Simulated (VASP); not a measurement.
Input of a VASP 6.6.1 run:

INCAR

```
PREC     = Accurate       # precision mode
ENCUT    = 600            # plane-wave cutoff, eV
EDIFF    = 1E-6           # SCF threshold, eV
ISMEAR   = 0              # smearing method
SIGMA    = 0.05           # smearing width, eV
LREAL    = F              # projectors in reciprocal space
LASPH    = T              # aspherical terms in the spheres
NELM     = 60             # most SCF steps
ALGO     = Normal         # electronic algorithm
ISIF     = 8              # what is computed and relaxed
LWAVE    = F              # write WAVECAR
LCHARG   = F              # write CHGCAR
IBRION   = 2              # ionic algorithm
NSW      = 80             # ionic steps
EDIFFG   = -0.02          # ionic threshold
```

The input KPOINTS:

```
Automatic mesh
0
Gamma
  7 7 7
```

File POSCAR:

```
SrSn2As2
1.0
    2.1020000000      1.2135900000      8.9086670000
   -2.1020000000      1.2135900000      8.9086670000
    0.0000000000     -2.4271810000      8.9086670000
Sr Sn As
1 2 2
Direct
    0.0000000000      0.0000000000      0.0000000000
    0.2086000000      0.2086000000      0.2086000000
    0.7914000000      0.7914000000      0.7914000000
    0.4073600000      0.4073600000      0.4073600000
    0.5926400000      0.5926400000      0.5926400000
```

Potentials or basis: VASP PAW LDA potentials, release 64 (Sr_sv, Sn_d, As).

The run is started by

```sh
$ cat potpaw_LDA.64/Sr_sv/POTCAR potpaw_LDA.64/Sn_d/POTCAR potpaw_LDA.64/As/POTCAR > POTCAR
$ mpirun -np 1 vasp_std > vasp.out
```

Task: Predict the relaxed volume.

Result: 26.41 Å³/atom.

Task: Predict the relaxed cell.

Result: a = 9.136 Å, b = 9.136 Å, c = 9.136 Å, α = 26.32°, β = 26.32°, γ = 26.32°.

Task: Predict the space group after relaxing (to 0.05 Å).

Result: R-3m (No. 166).

The path:
```
step  energy change (eV)  largest force (eV/Å)  pressure (GPa)  volume (Å³)
   1              0.0000                0.0838           -1.57       136.35
   2             -0.0184                0.1489            0.56       131.14
   3             -0.0204                0.1330            0.06       132.36
   4             -0.0204                0.1317           -0.03       132.44
   5             -0.0220                0.0708           -0.02       132.30
   6             -0.0225                0.0330           -0.02       132.15
   7             -0.0225                0.0256           -0.03       132.17
   8             -0.0226                0.0184            0.05       132.06
```

 Zero-point motion and thermal expansion aren't in these numbers.
